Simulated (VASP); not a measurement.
Here is a VASP 6.6.1 calculation.

Contents of INCAR:

```
SYSTEM = Ni2Ge
PREC = Accurate
ENCUT = 600
EDIFF = 1E-6
ISMEAR = 0
SIGMA = 0.1
LREAL = .False.
LASPH = .True.
NELM = 80
ALGO = Fast
ISIF = 3
LWAVE = .False.
LCHARG = .False.
GGA = PS
IBRION = 2
NSW = 70
EDIFFG = -0.008
PSTRESS = 80.0
LUSENCCL = .False.
```

File KPOINTS:

```
Automatic mesh
0
Gamma
  12 12 8
  0 0 0
```

POSCAR

```
Ni2Ge
1.0
    3.9247195009      0.0000000000      0.0000000000
   -1.9623597504      3.3989067906      0.0000000000
    0.0000000000      0.0000000000      4.9476196197
Ni Ge
4 2
Direct
    0.6666666667      0.3333333333      0.2500000000
    0.3333333333      0.6666666667      0.7500000000
    0.0000000000      0.0000000000      0.0000000000
    0.0000000000      0.0000000000      0.5000000000
    0.6666666667      0.3333333333      0.7500000000
    0.3333333333      0.6666666667      0.2500000000
```

Potentials or basis: VASP PAW PBE potentials, release 64 (Ni, Ge_d).

The run is started by

```sh
$ cat potpaw_PBE.64/Ni/POTCAR potpaw_PBE.64/Ge_d/POTCAR > POTCAR
$ mpirun -np 1 vasp_std > vasp.out
```

(1) Predict the relaxed volume.

(2) What does it give for the space group after relaxing (to 0.1 Å)?

Answers

(1) 11.02 Å³/atom.

(2) P6_3/mmc (No. 194).

Caveat: the cell is relaxed towards a set pressure, so the run minimises the enthalpy, not the energy; the PAW data sets were made with another functional, which shifts forces and pressure a little.
